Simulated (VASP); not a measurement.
A run of VASP 6.6.1 is set up as follows.

POSCAR

```
CdS
1.0
    0.0000000000      2.7267765454      2.7267765454
    2.7267765454      0.0000000000      2.7267765454
    2.7267765454      2.7267765454      0.0000000000
Cd S
1 1
Direct
    0.0000000000      0.0000000000      0.0000000000
    0.5000000000      0.5000000000      0.5000000000
```

Contents of INCAR.step1:

```
SYSTEM = CdS
PREC = Accurate ; ENCUT = 520
ISMEAR = 0 ; SIGMA = 0.01
LREAL = .FALSE. ; LASPH = .TRUE.
NELM = 80 ; NBANDS = 16
GGA = PE ; ALGO = Normal
EDIFF = 1E-4 ; LWAVE = .TRUE.
LCHARG = .FALSE.
```

The input INCAR.step2:

```
SYSTEM = CdS
PREC = Accurate ; ENCUT = 520
EDIFF = 1E-7 ; ISMEAR = 0
SIGMA = 0.01 ; LREAL = .FALSE.
LASPH = .TRUE. ; NELM = 80
ALGO = Normal ; ISIF = 2
LWAVE = .FALSE. ; LCHARG = .FALSE.
METAGGA = R2SCAN ; LMIXTAU = .TRUE.
NBANDS = 16 ; ISTART = 1
```

File KPOINTS:

```
Automatic mesh
0
G
  8 8 8
  0 0 0
```

Potentials or basis: VASP PAW PBE potentials, release 64 (Cd, S).

Launch:

```bash
$ cat potpaw_PBE.64/Cd/POTCAR potpaw_PBE.64/S/POTCAR > POTCAR
$ cp INCAR.step1 INCAR
$ mpirun -np 1 vasp_std > vasp.out
$ cp INCAR.step2 INCAR
$ mpirun -np 1 vasp_std > vasp.out
```

**Question.** Estimate the band gap on the k mesh.

**Answer.** 0.73 eV, indirect (least direct gap 2.35 eV).

**Question.** What does it give for the pressure?

**Answer.** 0.5 GPa.

Caveat: the PAW data sets were made with another functional, which shifts forces and pressure a little. r2SCAN opens gaps a little over a GGA but as a rule still falls short of measured ones.
